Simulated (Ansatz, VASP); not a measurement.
## One calculation of Cu3Te, two programs

File POSCAR:

```
Cu3Te
1.0
    3.8940398400      0.0000000000      0.0000000000
    0.0000000000      3.8940398400      0.0000000000
    0.0000000000      0.0000000000      3.9466620000
Cu Te
3 1
Direct
    0.0000000000      0.5000000000      0.5000000000
    0.5000000000      0.0000000000      0.5000000000
    0.5000000000      0.5000000000      0.0000000000
    0.0000000000      0.0000000000      0.0000000000
```

Contents of INCAR.step1:

```
SYSTEM = Cu3Te
PREC = Accurate
ENCUT = 520
ISMEAR = -1
SIGMA = 0.1
LREAL = .FALSE.
LASPH = .TRUE.
NELM = 80
NBANDS = 28
GGA = PE
ALGO = Normal
EDIFF = 1E-4
LWAVE = .TRUE.
LCHARG = .FALSE.
```

The input INCAR.step2:

```
SYSTEM = Cu3Te
PREC = Accurate
ENCUT = 520
EDIFF = 1E-7
ISMEAR = -1
SIGMA = 0.1
LREAL = .FALSE.
LASPH = .TRUE.
NELM = 80
ALGO = Normal
ISIF = 2
LWAVE = .FALSE.
LCHARG = .FALSE.
METAGGA = R2SCAN
LMIXTAU = .TRUE.
NBANDS = 28
ISTART = 1
```

Contents of KPOINTS:

```
Automatic mesh
0
G
  6 6 6
  0 0 0
```

Input for Ansatz:

```yaml
crystal:
  lattice:
    - [3.89403984, 0.0, 0.0]
    - [0.0, 3.89403984, 0.0]
    - [0.0, 0.0, 3.946662]
  atoms:
    - { symbol: Cu, position: [0.0, 0.5, 0.5] }
    - { symbol: Cu, position: [0.5, 0.0, 0.5] }
    - { symbol: Cu, position: [0.5, 0.5, 0.0] }
    - { symbol: Te, position: [0.0, 0.0, 0.0] }
basis:
  ecutwfc: 520.0
kpoints:
  mp_grid:
    grid: [6, 6, 6]
hamiltonian:
  xc: r2scan
scf:
  occupations:
    method: fermi_dirac
output:
  stress: true
```

Alike in both runs: task single point; functional r2SCAN; k mesh 6 × 6 × 6; no spin polarisation.

|  | VASP | Ansatz |
| --- | --- | --- |
| version | VASP 6.6.1 | Ansatz 0.2.0 |
| potentials or method | VASP PAW PBE potentials, release 64 (Cu, Te), cutoff 520 eV | plane waves, PAW |
| occupations | fermi-dirac, width 0.1 eV | fermi-dirac |
| valence electrons in the cell | 39 | 73 |

```tsv
	VASP	Ansatz	Ansatz less VASP
pressure (GPa)	0.6	0.3	-0.27
traceless stress, the component that is largest in VASP (GPa)	-0.77	-0.81	-0.035
```

VASP's potentials were made for PBE, not for r2SCAN. VASP's potentials hold 39 valence electrons a cell and Ansatz's 73, so a difference there can come from the potentials and not from the codes.

Spin-orbit coupling is off throughout.
